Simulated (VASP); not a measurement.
Write the native input for VASP 6.6.1 that does the following.

- Task: single point
- Functional: PBE
- Potentials or basis: VASP PAW PBE potentials, release 64 (Ta_pv)
- Cutoff: 520 eV
- k mesh: 9 × 9 × 5
- Occupations: gaussian, width 0.05 eV
- Spin: no spin polarisation
- Dipole correction: no
- Further INCAR settings: ALGO = Normal; EDIFF = 1e-06; NBANDS = 18

The structure of Ta lies in POSCAR:

```
Ta
1.0
    2.8424473354      0.0000000000      0.0000000000
   -1.4212236677      2.4616316013      0.0000000000
    0.0000000000      0.0000000000      5.1095209865
Ta
2
Direct
    0.3333333333      0.6666666667      0.2500000000
    0.6666666667      0.3333333333      0.7500000000
```

These files were run (other wordings do the same):

INCAR

```
PREC = Accurate
ENCUT = 520
EDIFF = 1E-6
ISMEAR = 0
SIGMA = 0.05
LREAL = F
LASPH = T
NELM = 60
ALGO = Normal
ISIF = 2
LWAVE = F
LCHARG = T
GGA = PE
LELF = T
LVHAR = T
NBANDS = 18
```

KPOINTS

```
regular mesh
0
Gamma
  9 9 5
```

Potentials or basis: VASP PAW PBE potentials, release 64 (Ta_pv).

Launch:

```sh
$ cat potpaw_PBE.64/Ta_pv/POTCAR > POTCAR
$ mpirun -np 1 vasp_std > vasp.out
```

Results of the run:

```
Pressure               : 10.1 GPa
Band gap on the k mesh : zero (band 11 reaches 7.01 eV, above the bottom of band 12 at 5.36 eV)
```

Caveat: spin-orbit coupling is left out, which moves the levels of the heavy elements.

Run time: 38 s on 1 thread of Intel Xeon 8259CL, with other jobs on the host, peak memory 0.17 GiB.
